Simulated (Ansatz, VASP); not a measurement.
**Two plane-wave programs on H**

Contents of INCAR:

```
SYSTEM = H
PREC     = Accurate       ! precision mode
ENCUT    = 520            ! plane-wave cutoff, eV
EDIFF    = 1E-6           ! SCF threshold, eV
ISMEAR   = 0              ! smearing method
SIGMA    = 0.05           ! smearing width, eV
LREAL    = .False.        ! projectors in reciprocal space
LASPH    = .True.         ! aspherical terms in the spheres
NELM     = 100            ! most SCF steps
ALGO     = Normal         ! electronic algorithm
ISIF     = 2              ! what is computed and relaxed
LWAVE    = .False.        ! write WAVECAR
LCHARG   = .False.        ! write CHGCAR
GGA      = PS             ! functional
NBANDS   = 6              ! bands
```

Contents of KPOINTS:

```
regular mesh
0
Gamma
  10 10 26
  0 0 0
```

The input POSCAR:

```
H
1.0
    2.6496387389      0.0000000000      0.0000000000
    0.0000000000      2.6496387389      0.0000000000
    0.0000000000      0.0000000000      0.9412732032
H
1
Direct
    0.0000000000      0.0000000000      0.5000000000
```

Input for Ansatz:

```yaml
crystal:
  lattice:
    - [2.6496387389, 0.0, 0.0]
    - [0.0, 2.6496387389, 0.0]
    - [0.0, 0.0, 0.9412732032]
  atoms:
    - { symbol: H, position: [0.0, 0.0, 0.5] }
basis:
  ecutwfc: 420
kpoints:
  mp_grid: { grid: [10, 10, 26] }
hamiltonian:
  xc: pbesol
scf:
  occupations: { method: gaussian, width: 0.05 }
output:
  forces: true
  stress: true
  eigenvalues: true
```

Change from the starting cell: strain +0.000 along x and y, -0.040 along z, atoms carried along.

Alike in both runs: task single point; functional PBEsol; k mesh 10 × 10 × 26; occupations gaussian, width 0.05 eV; no spin polarisation.

|  | VASP | Ansatz |
| --- | --- | --- |
| version | VASP 6.6.1 | Ansatz 0.2.0 |
| potentials or method | VASP PAW PBE potentials, release 64 (H), cutoff 520 eV | scalar-relativistic, plane waves, PAW |
| valence electrons in the cell | 1 | 1 |

```csv
,VASP,Ansatz,Ansatz less VASP
pressure (GPa),6.4,6.7,+0.26
"traceless stress, the component that is largest in VASP (GPa)",10.37,10.29,-0.077
```

VASP's potentials were made for PBE, not for PBEsol.
